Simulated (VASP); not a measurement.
AlN: relaxation of cell and atoms with PBE

The system is AlN.

```
Al N
1.0
     3.11300    0.00000    0.00000
    -1.55650    2.69594    0.00000
     0.00000    0.00000    4.98100
Al N
2 2
Direct
  0.66667 0.33333 0.50000
  0.33333 0.66667 0.00000
  0.66667 0.33333 0.88000
  0.33333 0.66667 0.38000
```

```yaml
Program: VASP 6.6.1
Task: relaxation of cell and atoms
Functional: PBE
Potentials_or_basis: VASP PAW PBE potentials, release 64 (Al, N)
Cutoff: 600 eV
k_mesh: 10 × 10 × 6
Occupations: fermi-dirac, width 0.05 eV
Spin: no spin polarisation
Target_pressure: 5 GPa
Dipole_correction: no
Further_INCAR_settings: ALGO = Normal; EDIFF = 1e-06; IBRION = 2; EDIFFG = -0.01; NSW = 80; ISIF = 3
```

| Item | Value |
| --- | --- |
| Relaxed volume | 10.36 Å³/atom |
| Relaxed cell | a = 3.103 Å, b = 3.103 Å, c = 4.972 Å, α = 90.00°, β = 90.00°, γ = 120.00° |
| Space group after relaxing (to 0.1 Å) | P6_3mc (No. 186) |
| Energy change on relaxing (the run minimises the enthalpy) | +1.9 meV/atom |
| Ionic steps | 5 |
| Pressure after relaxing | 5.1 GPa |
| Largest force after relaxing | 0.007 eV/Å |
| Band gap on the k mesh | 4.28 eV |

Forces in eV/Å, atoms in the order of the input:
```
Al   0.000  0.000 -0.007
Al   0.000  0.000 -0.007
N    0.000  0.000  0.007
N    0.000  0.000  0.007
```

Stress tensor (GPa, compression positive):
```
5.15 0.00 0.00
0.00 5.15 0.00
0.00 0.00 4.91
```

Step by step:
```
step  energy change (eV)  largest force (eV/Å)  pressure (GPa)  volume (Å³)
   1              0.0000                0.1289            3.35        41.80
   2              0.0200                0.0916            6.73        41.15
   3              0.0075                0.0163            4.99        41.47
   4              0.0077                0.0137            5.05        41.46
   5              0.0078                0.0070            5.07        41.45
```

Final structure:
```
CELL_PARAMETERS angstrom
3.10273 0.00000 0.00000
-1.55137 2.68705 0.00000
0.00000 0.00000 4.97229
ATOMIC_POSITIONS crystal
Al 0.66667 0.33333 0.49918
Al 0.33333 0.66667 0.99918
N 0.66667 0.33333 0.88082
N 0.33333 0.66667 0.38082
```

Levels at points of the mesh, in eV from the valence-band top:
```
           k point  band 5  band 6  band 7  band 8  band 9  band 10  band 11  band 12
(0.00, 0.00, 0.00)   -0.86   -0.21   -0.21    0.00    4.28     6.74    10.67    11.22
(0.50, 0.00, 0.00)   -3.36   -2.09   -1.78   -0.69    5.82     5.85     8.25    10.34
(0.00, 0.00, 0.50)   -0.55   -0.55   -0.55   -0.55    6.54     6.54    10.38    10.38
(0.50, 0.00, 0.50)   -1.47   -1.47   -1.37   -1.37    5.34     5.34     9.31     9.31
```

It took 2.5 min on 1 thread of Intel Xeon 8259CL (shared host), peak memory 0.19 GiB.

Caveat: the cell is relaxed towards a set pressure, so the run minimises the enthalpy, not the energy. A k mesh can miss the band edges.
